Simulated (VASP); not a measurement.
Here is a VASP 6.6.1 calculation.

File INCAR:

```
  PREC = Accurate
  ENCUT = 520
  EDIFF = 1E-6
  ISMEAR = 0
  SIGMA = 0.05
  LREAL = F
  LASPH = T
  NELM = 60
  ALGO = Normal
  ISIF = 2
  LWAVE = F
  LCHARG = F
  GGA = PS
  NBANDS = 10
```

Contents of KPOINTS:

```
regular mesh
0
Gamma
  10 10 10
```

File POSCAR:

```
Os
1.0
    2.5303385937      0.0000000000      0.0000000000
    0.0000000000      2.5303385937      0.0000000000
    0.0000000000      0.0000000000      2.5303385937
Os
1
Direct
    0.0000000000      0.0000000000      0.0000000000
```

Potentials or basis: VASP PAW PBE potentials, release 64 (Os).

Launch:

```sh
$ cat potpaw_PBE.64/Os/POTCAR > POTCAR
$ mpirun -np 1 vasp_std > vasp.out
```

Task: What does it give for the pressure?

Result: 0.1 GPa.

Task: What does it give for the band gap on the k mesh?

Result: Zero (bands 4 and 5 overlap by 6.17 eV).

Caveat: the PAW data sets were made with another functional, which shifts forces and pressure a little; spin-orbit coupling is left out, which moves the levels of the heavy elements.
